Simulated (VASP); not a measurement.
Write the native input for VASP 6.6.1 that does the following.

- Task: single point
- Functional: PBE
- Potentials or basis: VASP PAW PBE potentials, release 64 (Br)
- Cutoff: 520 eV
- k mesh: 10 × 10 × 10
- Occupations: gaussian, width 0.01 eV
- Spin: no spin polarisation
- Dipole correction: no
- Further INCAR settings: ALGO = Normal; EDIFF = 1e-06; NBANDS = 14

The structure of Br lies in POSCAR:

```
Br
1.0
    0.0000000000      4.2510010227      4.8212561539
    2.1581062209      0.0000000000      4.8212561539
    2.1581062209      4.2510010227      0.0000000000
Br
2
Direct
    0.1220032978      0.1220032978      0.8779967022
    0.8779967022      0.8779967022      0.1220032978
```

The input as run:

INCAR

```
PREC = Accurate
ENCUT = 520
EDIFF = 1E-6
ISMEAR = 0
SIGMA = 0.01
LREAL = F
LASPH = T
NELM = 80
ALGO = Normal
ISIF = 2
LWAVE = F
LCHARG = T
GGA = PE
LELF = T
LVHAR = T
NBANDS = 14
```

KPOINTS

```
Automatic mesh
0
Gamma
  10 10 10
```

Potentials or basis: VASP PAW PBE potentials, release 64 (Br).

Run with:

```bash
$ cat potpaw_PBE.64/Br/POTCAR > POTCAR
$ mpirun -np 1 vasp_std > vasp.out
```

It gave:

* Pressure: 0.0 GPa
* Largest force: 0.007 eV/Å
* Band gap on the k mesh: 0.29 eV

Caveat: this functional lacks dispersion, which holds the molecules together, so the pressure and a relaxed volume are unreliable.

Wall time 110 s on 1 thread of Intel(R) Xeon(R) 6975P-C (Granite Rapids), on a shared host, peak memory 0.35 GiB.
